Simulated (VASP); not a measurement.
# Lu (Im-3m) in VASP: single point with LDA

Aim: the single point of Lu with LDA.

Everything below comes from runs of VASP 6.6.1. Logs are shortened: lines on timing, memory, paths and dates and some standing lists are left out, and cuts for length are marked.

## 1. The cell of the first run

It takes space group Im-3m (No. 229, cubic). Conventional cell: a = 3.908 Å, b = 3.908 Å, c = 3.908 Å, α = 90.00°, β = 90.00°, γ = 90.00°. Within 4.4 Å of Lu (site symmetry m-3m) lie 14 Lu at 3.38 to 3.91 Å.

This isn't the form of Lu at room conditions, which is hcp.

## 2. Single point, LDA, non-collinear spin, zero start, spin-orbit coupling

The input, INCAR:

```
SYSTEM = Lu
PREC = Accurate
ENCUT = 520
EDIFF = 1E-6
ISMEAR = -1
SIGMA = 0.1
LREAL = .False.
LASPH = .True.
NELM = 150
ALGO = Normal
ISIF = 2
LWAVE = .False.
LCHARG = .True.
MAGMOM = 0 0 0
LORBIT = 11
LSORBIT = .True.
GGA_COMPAT = .False.
LORBMOM = .True.
GGA = CA
LVHAR = .True.
NBANDS = 36
```

The input, KPOINTS:

```
regular mesh
0
Gamma
  12 12 12
  0 0 0
```

The input, POSCAR:

```
Lu
1.0
   -1.9541071100      1.9541071100      1.9541071100
    1.9541071100     -1.9541071100      1.9541071100
    1.9541071100      1.9541071100     -1.9541071100
Lu
1
Direct
    0.0000000000      0.0000000000      0.0000000000
```

Potentials or basis: VASP PAW PBE potentials, release 64 (Lu).

Command:

```bash
$ cat potpaw_PBE.64/Lu/POTCAR > POTCAR
$ mpirun -np 1 vasp_ncl > vasp.out
```

OUTCAR:

```text
SYSTEM = Lu
   PREC = Accurate
   ENCUT = 520
   EDIFF = 1E-6
   ISMEAR = -1
   LREAL = .False.
   LASPH = .True.
   NELM = 150
   ISIF = 2
   LORBIT = 11
   LSORBIT = .True.
   GGA = CA

 ion  position               nearest neighbor table
   1  0.000  0.000  0.000-

  LATTYP: Found a body centered cubic cell.
 ALAT       =     3.9082142200

  Lattice vectors:

 A1 = (  -1.9541071100,   1.9541071100,   1.9541071100)
 A2 = (   1.9541071100,  -1.9541071100,   1.9541071100)
 A3 = (   1.9541071100,   1.9541071100,  -1.9541071100)

Analysis of symmetry for initial positions (statically):
=====================================================================
 Subroutine PRICEL returns:
 Original cell was already a primitive cell.

 Routine SETGRP: Setting up the symmetry group for a
 body centered cubic supercell.

 Subroutine GETGRP returns: Found 48 space group operations
 (whereof 48 operations were pure point group operations)
 out of a pool of 48 trial point group operations.

The static configuration has the point symmetry O_h .

Analysis of symmetry for dynamics (positions and initial velocities):
=====================================================================
 Subroutine PRICEL returns:
 Original cell was already a primitive cell.

 Routine SETGRP: Setting up the symmetry group for a
 body centered cubic supercell.

 Subroutine GETGRP returns: Found 48 space group operations
 (whereof 48 operations were pure point group operations)
 out of a pool of 48 trial point group operations.

The dynamic configuration has the point symmetry O_h .

Analysis of structural, dynamic, and magnetic symmetry:
=====================================================================
 Subroutine PRICEL returns:
 Original cell was already a primitive cell.

 Routine SETGRP: Setting up the symmetry group for a
 body centered cubic supercell.

 Subroutine GETGRP returns: Found 48 space group operations
 (whereof 48 operations were pure point group operations)
 out of a pool of 48 trial point group operations.

The overall configuration has the point symmetry O_h .

 Subroutine INISYM returns: Found 48 space group operations
 (whereof 48 operations are pure point group operations),
 and found     1 'primitive' translations

----------------------------------------------------------------------------------------

                                     Primitive cell

  volume of cell :      29.8473

  direct lattice vectors                    reciprocal lattice vectors
    -1.954107110  1.954107110  1.954107110     0.000000000  0.255871338  0.255871338
     1.954107110 -1.954107110  1.954107110     0.255871338  0.000000000  0.255871338
     1.954107110  1.954107110 -1.954107110     0.255871338  0.255871338  0.000000000

  length of vectors
     3.384612798  3.384612798  3.384612798     0.361856716  0.361856716  0.361856716

  position of ions in fractional coordinates (direct lattice)
     0.000000000  0.000000000  0.000000000

  ion indices of the primitive-cell ions
   primitive index   ion index
                 1           1

----------------------------------------------------------------------------------------

 KPOINTS: regular mesh

Automatic generation of k-mesh.
 Grid dimensions read from file:
 generate k-points for:   12   12   12

 Generating k-lattice:

  Cartesian coordinates                     Fractional coordinates (reciprocal lattice)
     0.000000000  0.021322611  0.021322611     0.083333333  0.000000000  0.000000000
     0.021322611  0.000000000  0.021322611     0.000000000  0.083333333  0.000000000
     0.021322611  0.021322611  0.000000000     0.000000000  0.000000000  0.083333333

  Length of vectors
[... 55 lines left out ...]
   EDIFF  = 0.1E-05   stopping-criterion for ELM
   LREAL  =      F    real-space projection
   EDIFFG = 0.1E-04   stopping-criterion for IOM
   NSW    =      0    number of steps for IOM
   IBRION =     -1    ionic relax: 0-MD 1-quasi-New 2-CG
   NFREE  =      0    steps in history (QN), initial steepest desc. (CG)
   ISIF   =      2    stress and relaxation
   ISYM   =      2    0-nonsym 1-usesym 2-fastsym
   POTIM  = 0.5000    time-step for ionic-motion
   TEBEG  =    0.0;   TEEND  =   0.0 temperature during run
   PSTRESS=    0.0 pullay stress
   NELECT =      25.0000    total number of electrons
   NUPDOWN=      -1.0000    fix difference up-down
   EMIN   =  10.00;   EMAX   =-10.00  energy-range for DOS
   EFERMI =   0.00;   METHOD = LEGACY
   ISMEAR =    -1;   SIGMA  =   0.10  broadening in eV -4-tet -1-fermi 0-gaus
   EFERMI_NEDOS =   21; number of points for ismear=-14 and -15
   IALGO  =     38    algorithm
   IMIX   =      4    mixing-type and parameters
     AMIX     =   0.40;   BMIX     =  1.00
     AMIX_MAG =   1.60;   BMIX_MAG =  1.00
  volume/ion in A,a.u.               =      29.85       201.42
  Fermi-wavevector in a.u.,A,eV,Ry     =   1.543191  2.916209 32.401456  2.381440
  Thomas-Fermi vector in A             =   2.648889
   LORBIT       =     11    0 simple, 1 ext, 2 COOP (PROOUT), +10 PAW based schemes
   GGA     = CA    functional components
   LHFCALC =     F    Hartree Fock is set to
   AEXX    =    0.0000 exact exchange contribution
   IVDW    =     0    specifies the selected vdW correction
   LEPSILON=     F    determine dielectric tensor
   LRPA    =     F    only Hartree local field effects (RPA)
  energy-cutoff  :      520.00
  volume of cell :       29.85
 maximum number of plane-waves:      1642
 NGX is ok and might be reduce to    28
   NGX = 13   NGY = 13   NGZ = 13

 number of electron      25.0000000 magnetization       0.0000000      0.0000000      0.0000000

 number of electron      24.9999996 magnetization      -0.0000000     -0.0000000     -0.0000000

 number of electron      24.9999996 magnetization       0.0000000      0.0000000     -0.0000000

 number of electron      24.9999996 magnetization      -0.0000000     -0.0000000      0.0000000

 Free energy of the ion-electron system (eV)
  ---------------------------------------------------
  ext. energy  EPLUGINS =         0.00000000
  ---------------------------------------------------
  free energy    TOTEN  =        -5.73974329 eV

  energy without entropy =       -5.66746389  energy(sigma->0) =       -5.70360359

 E-fermi :   1.9754     XC(G=0): -10.8657

 val. band max:        1.9587324532   @ k =   0.2500   0.1667   0.1667
 cond. band min:       2.0116712611   @ k =   0.3333   0.2500   0.0833
 fundamental gap:      0.0529388078
 Fermi energy:         1.9753671083

 k-point     1 :       0.0000    0.0000    0.0000
  band No.  band energies     occupation
      1     -54.2305      1.00000
      2     -54.2305      1.00000
      3     -29.1301      1.00000
      4     -29.1301      1.00000
      5     -22.8552      1.00000
      6     -22.8552      1.00000
[... 925 lines left out ...]
     35       9.3045      0.00000
     36       9.3045      0.00000

 [... further k-points ...]

------------------------ aborting loop because EDIFF is reached ----------------------------------------

  FORCE on cell =-STRESS in cart. coord.  units (eV):
  Direction    XX          YY          ZZ          XY          YZ          ZX
  --------------------------------------------------------------------------------------
  -------------------------------------------------------------------------------------
  Total       -1.0365736     -1.0365736     -1.0365736      0.0000000     -0.0000000      0.0000000
  in kB      -55.6423713    -55.6423713    -55.6423713      0.0000000     -0.0000000      0.0000000
  external PRESSURE =     -55.6423713 kB  Pullay stress =       0.0000000 kB

 VOLUME and BASIS-vectors are now :
 -----------------------------------------------------------------------------
  energy-cutoff  :      520.00
  volume of cell :       29.85
      direct lattice vectors                 reciprocal lattice vectors
    -1.954107110  1.954107110  1.954107110     0.000000000  0.255871338  0.255871338
     1.954107110 -1.954107110  1.954107110     0.255871338  0.000000000  0.255871338
     1.954107110  1.954107110 -1.954107110     0.255871338  0.255871338  0.000000000

 POSITION                                       TOTAL-FORCE (eV/Angst)
 -----------------------------------------------------------------------------------
      0.00000      0.00000      0.00000        -0.000000      0.000000      0.000000
 -----------------------------------------------------------------------------------
    total drift:                               -0.000000     -0.000000     -0.000000

  FREE ENERGIE OF THE ION-ELECTRON SYSTEM (eV)
  ---------------------------------------------------
  free  energy   TOTEN  =        -5.7397432881 eV

  energy  without entropy=       -5.6674638930  energy(sigma->0) =       -5.70360359

 orbital moment (x)

 # of ion     p       d       f       tot
 ------------------------------------------------
  1         0.000  -0.000   0.000   0.000
 ------------------------------------------------
            0.000  -0.000   0.000   0.000

 orbital moment (y)

 # of ion     p       d       f       tot
 ------------------------------------------------
  1        -0.000  -0.000  -0.000  -0.000
 ------------------------------------------------
           -0.000  -0.000  -0.000  -0.000

 orbital moment (z)

 # of ion     p       d       f       tot
 ------------------------------------------------
  1         0.000   0.000   0.000   0.000
 ------------------------------------------------
            0.000   0.000   0.000   0.000

 Spin-Orbit-Coupling matrix elements

 Ion:    1  E_soc:     -1.4554227
 l=   1
     0.0000000    -0.2345113    -0.2345113
    -0.2345113     0.0000000    -0.2345113
    -0.2345113    -0.2345113     0.0000000
 l=   2
     0.0000000     0.0001192     0.0000000     0.0001192    -0.0023039
     0.0001192     0.0000000    -0.0017279     0.0001192    -0.0005760
     0.0000000    -0.0017279     0.0000000    -0.0017279     0.0000000
     0.0001192     0.0001192    -0.0017279     0.0000000    -0.0005760
    -0.0023039    -0.0005760     0.0000000    -0.0005760     0.0000000
 l=   3
     0.0000000    -0.0006460     0.0000000     0.0000000     0.0000000    -0.0006181    -0.0037406
    -0.0006460     0.0000000    -0.0010766     0.0000000    -0.0010766    -0.0017225    -0.0006460
     0.0000000    -0.0010766     0.0000000    -0.0024895    -0.0004113    -0.0010443     0.0000000
     0.0000000     0.0000000    -0.0024895     0.0000000    -0.0024895     0.0000000     0.0000000
     0.0000000    -0.0010766    -0.0004113    -0.0024895     0.0000000    -0.0010443     0.0000000
    -0.0006181    -0.0017225    -0.0010443     0.0000000    -0.0010443     0.0000000    -0.0006181
    -0.0037406    -0.0006460     0.0000000     0.0000000     0.0000000    -0.0006181     0.0000000

 total charge

# of ion       s       p       d       f       tot
--------------------------------------------------
    1        2.353   6.051   0.789  13.956  23.150

 magnetization (x)

# of ion       s       p       d       f       tot
--------------------------------------------------
    1       -0.000  -0.000   0.000  -0.000  -0.000

 magnetization (y)

# of ion       s       p       d       f       tot
--------------------------------------------------
    1        0.000   0.000   0.000  -0.000   0.000

 magnetization (z)

# of ion       s       p       d       f       tot
--------------------------------------------------
    1       -0.000  -0.000  -0.000   0.000  -0.000
```

It took 2.7 min on 1 thread of Intel Xeon 6975P-C (Granite Rapids), shared host; peak memory 0.27 GiB.

What came out:

| Item | Value |
| --- | --- |
| Free energy | -5.7397 eV |
| Pressure | -5.6 GPa |
| Net moment | 0.00 μB per cell |
| Valence electrons inside the program's atomic spheres | Lu 23.15 |

Moments on the atoms (μB; x, y, z):
```
Lu  0.00 0.00 0.00
```

Caveat: the cell stands under tension; the PAW data sets were made with another functional, which shifts forces and pressure a little.
